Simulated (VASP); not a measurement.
Input of a VASP 6.6.1 run:

INCAR

```
ALGO = Normal
EDIFF = 1E-8
ENCUT = 400
GGA = PS
GGA_COMPAT = F
ISIF = 2
ISMEAR = -1
LASPH = T
LCHARG = F
LEFG = T
LREAL = F
LWAVE = F
NBANDS = 12
NELM = 120
PREC = Accurate
SIGMA = 0.05
```

KPOINTS

```
k-points
0
Gamma
  9 9 9
```

Contents of POSCAR:

```
Sb
1.0
    2.1506003320      1.2416496806      3.8563200000
   -2.1506003320      1.2416496806      3.8563200000
    0.0000000000     -2.4832993611      3.8563200000
Sb
2
Direct
    0.2336400000      0.2336400000      0.2336400000
    0.7663600000      0.7663600000      0.7663600000
```

Potentials or basis: VASP PAW PBE potentials, release 64 (Sb).

Launch:

```sh
$ cat potpaw_PBE.64/Sb/POTCAR > POTCAR
$ mpirun -np 1 vasp_std > vasp.out
```

Question: What does it give for the band gap on the k mesh?

Answer: 0.06 eV, indirect (least direct gap 0.52 eV).

Question: Predict the pressure.

Answer: -0.9 GPa.

Stress tensor (GPa, compression positive):
```
-0.44  0.00  0.00
 0.00 -0.44  0.00
 0.00  0.00 -1.80
```

Caveat: the cell differs from its parent crystal (zz strain of +3 %); without QUAD_EFG the Cq values of the log hold for a quadrupole moment of 1 mb, not for the nuclei; the PAW data sets were made with another functional, which shifts forces and pressure a little; spin-orbit coupling is left out, which moves the levels of the heavy elements. A k mesh can miss the band edges.
